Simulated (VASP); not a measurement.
Here is a VASP 6.6.1 calculation.

Contents of POSCAR:

```
ZnS
1.0
    0.0000000000      2.6940858334      2.6132632584
    2.6940858334      0.0000000000      2.6132632584
    2.6940858334      2.6940858334      0.0000000000
Zn S
1 1
Direct
    0.0000000000      0.0000000000      0.0000000000
    0.2500000000      0.2500000000      0.2500000000
```

File INCAR.step1:

```
SYSTEM = ZnS
  ALGO = Normal
  EDIFF = 1E-4
  ENCUT = 520
  GGA = PE
  ISMEAR = 0
  LASPH = .True.
  LCHARG = .False.
  LREAL = .False.
  LWAVE = .True.
  NBANDS = 16
  NELM = 60
  PREC = Accurate
  SIGMA = 0.01
```

The input INCAR.step2:

```
SYSTEM = ZnS
  ALGO = Normal
  EDIFF = 1E-7
  ENCUT = 520
  ISIF = 2
  ISMEAR = 0
  ISTART = 1
  LASPH = .True.
  LCHARG = .True.
  LELF = .True.
  LMIXTAU = .True.
  LREAL = .False.
  LVHAR = .True.
  LWAVE = .False.
  METAGGA = R2SCAN
  NBANDS = 16
  NELM = 60
  PREC = Accurate
  SIGMA = 0.01
```

KPOINTS

```
k-points
0
Gamma
  8 8 8
  0 0 0
```

Potentials or basis: VASP PAW PBE potentials, release 64 (Zn, S).

Run with:

```console
$ cat potpaw_PBE.64/Zn/POTCAR potpaw_PBE.64/S/POTCAR > POTCAR
$ cp INCAR.step1 INCAR
$ mpirun -np 1 vasp_std > vasp.out
$ cp INCAR.step2 INCAR
$ mpirun -np 1 vasp_std > vasp.out
```

Estimate the pressure.

2.6 GPa.

Estimate the band gap on the k mesh.

2.79 eV, direct.

Stress tensor (GPa, compression positive):
```
2.21 0.00 0.00
0.00 2.21 0.00
0.00 0.00 3.45
```

Caveat: the cell differs from its parent crystal (uniaxial z strain -3.0%); the PAW data sets were made with another functional, which shifts forces and pressure a little.
